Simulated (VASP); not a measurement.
## BaH2: single point with PBEsol

Crystal: BaH2.

```
Ba H
1.0
     4.24848    0.00000    0.00000
    -2.12424    3.67929    0.00000
     0.00000    0.00000    5.43274
Ba H
2 4
Direct
  0.66667 0.33333 0.75000
  0.33333 0.66667 0.25000
  0.33333 0.66667 0.75000
  0.66667 0.33333 0.25000
  0.00000 0.00000 0.50000
  0.00000 0.00000 0.00000
```

```json
{
 "Program": "VASP 6.6.1",
 "Task": "single point",
 "Functional": "PBEsol",
 "Potentials or basis": "VASP PAW PBE potentials, release 64 (Ba_sv, H)",
 "Cutoff": "520 eV",
 "k mesh": "6 × 6 × 6",
 "Occupations": "gaussian, width 0.02 eV",
 "Spin": "no spin polarisation",
 "Dipole correction": "no",
 "Further INCAR settings": "ALGO = Normal; EDIFF = 1e-07; NBANDS = 21"
}
```

```yaml
Pressure: 7.0 GPa
Band_gap_on_the_k_mesh: 1.67 eV (least direct gap 2.26 eV)
```

Stress tensor (GPa, compression positive):
```
6.93 0.00 0.00
0.00 6.93 0.00
0.00 0.00 7.10
```

Levels at points of the mesh, in eV from the valence-band top:
```csv
k point,band 8,band 9,band 10,band 11,band 12,band 13,band 14,band 15,band 16,band 17
"(0.00, 0.00, 0.00)",-11.08,-4.69,-3.62,-0.13,0.00,2.59,2.59,3.75,3.75,4.07
"(0.50, 0.00, 0.00)",-11.30,-3.26,-2.32,-1.68,-1.43,2.34,4.26,4.97,6.06,6.26
"(0.00, 0.00, 0.50)",-11.59,-3.26,-3.26,-0.47,-0.47,2.31,2.31,2.31,2.31,4.58
"(0.50, 0.00, 0.50)",-11.38,-2.67,-2.67,-0.97,-0.97,2.67,2.67,4.19,4.19,6.87
```

Run time: 74 s on 1 thread of Intel(R) Xeon(R) Platinum 8375C CPU @ 2.90GHz (Ice Lake), on a shared host, peak memory 0.2 GiB.

Caveat: the cell stands under pressure; the PAW data sets were made with another functional, which shifts forces and pressure a little; spin-orbit coupling is left out, which moves the levels of the heavy elements. A k mesh can miss the band edges.
